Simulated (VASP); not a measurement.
A run of VASP 6.6.1:

Contents of POSCAR:

```
Pt
1.0
    0.0000000000      1.9700946807      1.9700946807
    1.9700946807      0.0000000000      1.9700946807
    1.9700946807      1.9700946807      0.0000000000
Pt
1
Direct
    0.0000000000      0.0000000000      0.0000000000
```

INCAR.step1

```
PREC = Accurate ; ENCUT = 520
ISMEAR = 0 ; SIGMA = 0.1
LREAL = F ; LASPH = T
NELM = 60 ; NBANDS = 11
GGA = PE ; ALGO = Normal
EDIFF = 1E-4 ; LWAVE = T
LCHARG = F
```

File INCAR.step2:

```
PREC = Accurate ; ENCUT = 520
EDIFF = 1E-6 ; ISMEAR = 0
SIGMA = 0.1 ; LREAL = F
LASPH = T ; NELM = 60
ALGO = Normal ; ISIF = 2
LWAVE = F ; LCHARG = F
METAGGA = R2SCAN ; LMIXTAU = T
NBANDS = 11 ; ISTART = 1
```

Contents of KPOINTS:

```
regular mesh
0
Gamma
  18 18 18
```

Potentials or basis: VASP PAW PBE potentials, release 64 (Pt).

Run with:

```sh
$ cat potpaw_PBE.64/Pt/POTCAR > POTCAR
$ cp INCAR.step1 INCAR
$ mpirun -np 1 vasp_std > vasp.out
$ cp INCAR.step2 INCAR
$ mpirun -np 1 vasp_std > vasp.out
```

Hardware: 1 thread of Intel(R) Xeon(R) 6975P-C (Granite Rapids), with other jobs on the host.

Question: How long does it take, and how much memory?

Answer: Run time: 43 s on 1 thread of Intel(R) Xeon(R) 6975P-C (Granite Rapids), on a shared host, peak memory 0.17 GiB. Counts: k points 195.
